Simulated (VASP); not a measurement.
Runs of VASP 6.6.1 on Li2S. It takes space group Fm-3m (No. 225, cubic). Conventional cell: a = 5.689 Å, b = 5.689 Å, c = 5.689 Å, α = 90.00°, β = 90.00°, γ = 90.00°. Within 3.3 Å of Li (site symmetry -43m) lie 4 S at 2.46 Å and 6 Li at 2.84 Å. Within 3.3 Å of S (site symmetry m-3m) lie 8 Li at 2.46 Å. 

```csv
k mesh,gap on the mesh (eV),pressure (GPa)
7 × 7 × 7,3.54,0.2
3 × 3 × 3,4.12,0.6
6 × 6 × 6,3.39,0.2
2 × 2 × 2,(b),(a)
8 × 8 × 8,3.39,0.2
```

Alike in all rows: task single point; level PBE; potentials or basis VASP PAW PBE potentials, release 64 (Li_sv, S); no spin polarisation; cell as given; cutoff (eV) 750; smearing gaussian 0.01 eV.

Question: Estimate the missing entries.

Answer: (a) 3.0; (b) 3.27.

Caveats: some runs use coarse meshes; an odd mesh through Γ misses points on the zone boundary, where band edges can lie (at least some runs).
